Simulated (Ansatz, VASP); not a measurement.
## Bi2Te3 in VASP and in Ansatz

```xyz
10
Lattice="4.4688 0.0000 0.0000 -2.2344 3.8701 0.0000 0.0000 0.0000 39.4659" Properties=species:S:1:pos:R:3 pbc="T T T"
Bi    2.2344    1.2900   11.0000
Bi    0.0000    0.0000   18.6093
Bi    0.0000    2.5801   20.8567
Bi    2.2344    1.2900   28.4659
Te    0.0000    0.0000   12.7916
Te    0.0000    2.5801   14.8046
Te    2.2344    1.2900   16.8177
Te    2.2344    1.2900   22.6482
Te    0.0000    0.0000   24.6613
Te    0.0000    2.5801   26.6743
```

Alike in both runs: task single point; functional PBE; k mesh 9 × 9 × 1; occupations gaussian, width 0.1 eV; no spin polarisation.

|  | VASP | Ansatz |
| --- | --- | --- |
| version | VASP 6.6.1 | Ansatz 0.2.0 |
| potentials or method | VASP PAW PBE potentials, release 64 (Bi_d, Te), cutoff 520 eV | scalar-relativistic, plane waves, PAW |
| valence electrons in the cell | 96 | 156 |

|  | VASP | Ansatz | Ansatz less VASP |
| --- | --- | --- | --- |
| gap on the k mesh at the Fermi level (eV) | none | none | - |
| rms of the force components (eV/Å) | 0.134 | 0.137 | +0.0030 |

A gap of «none» marks a metal or a gap that the smearing closes. The functional is the same, so the differences come from potentials, cutoffs and numerics. VASP's potentials hold 96 valence electrons a cell and Ansatz's 156, so a difference there can come from the potentials and not from the codes. Ansatz's warnings: xc potential rough in thin density.

Neither program's run includes spin-orbit coupling.
